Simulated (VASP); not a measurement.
A run of VASP 6.6.1 is set up as follows.

The input POSCAR:

```
Si7Ge
1.0
    5.4679684304      0.0000000000      0.0000000000
    0.0000000000      5.4679684304      0.0000000000
    0.0000000000      0.0000000000      5.4679684304
Si Ge
7 1
Direct
    0.2393358514      0.2393358514      0.2393358514
    0.0196081107      0.5037756695      0.5037756695
    0.5037756695      0.5037756695      0.0196081107
    0.5037756695      0.0196081107      0.5037756695
    0.7510190564      0.2724252941      0.7510190564
    0.7510190564      0.7510190564      0.2724252941
    0.2724252941      0.7510190564      0.7510190564
   -0.0158381566     -0.0158381566     -0.0158381566
```

INCAR.step1

```
SYSTEM = Si7Ge
PREC = Accurate
ENCUT = 550
ISMEAR = 0
SIGMA = 0.05
LREAL = .False.
LASPH = .True.
NELM = 120
NBANDS = 31
GGA = PE
ALGO = Normal
EDIFF = 1E-5
LWAVE = .True.
LCHARG = .False.
GGA_COMPAT = .False.
```

The input INCAR.step2:

```
SYSTEM = Si7Ge
PREC = Accurate
ENCUT = 550
EDIFF = 1E-6
ISMEAR = 0
SIGMA = 0.05
LREAL = .False.
LASPH = .True.
NELM = 120
ALGO = Normal
ISIF = 2
LWAVE = .False.
LCHARG = .False.
METAGGA = R2SCAN
LMIXTAU = .True.
NBANDS = 31
ISTART = 1
GGA_COMPAT = .False.
```

KPOINTS

```
regular mesh
0
Gamma
  6 6 6
  0 0 0
```

Potentials or basis: VASP PAW PBE potentials, release 64 (Si, Ge_d).

Run with:

```bash
$ cat potpaw_PBE.64/Si/POTCAR potpaw_PBE.64/Ge_d/POTCAR > POTCAR
$ cp INCAR.step1 INCAR
$ mpirun -np 1 vasp_std > vasp.out
$ cp INCAR.step2 INCAR
$ mpirun -np 1 vasp_std > vasp.out
```

Task: Predict the largest force.

Result: 0.529 eV/Å.

Task: What does it give for the pressure?

Result: -0.6 GPa.

Task: What does it give for the band gap on the k mesh?

Result: 0.56 eV.

Forces in eV/Å, atoms in the order of the input:
```
Si   0.215  0.215  0.215
Si  -0.192 -0.082 -0.082
Si  -0.082 -0.082 -0.192
Si  -0.082 -0.192 -0.082
Si   0.015 -0.195  0.015
Si   0.015  0.015 -0.195
Si  -0.195  0.015  0.015
Ge   0.305  0.305  0.305
```

Caveat: the cell differs from its parent crystal (atoms displaced along a vibrational mode); the PAW data sets were made with another functional, which shifts forces and pressure a little. A k mesh can miss the band edges.
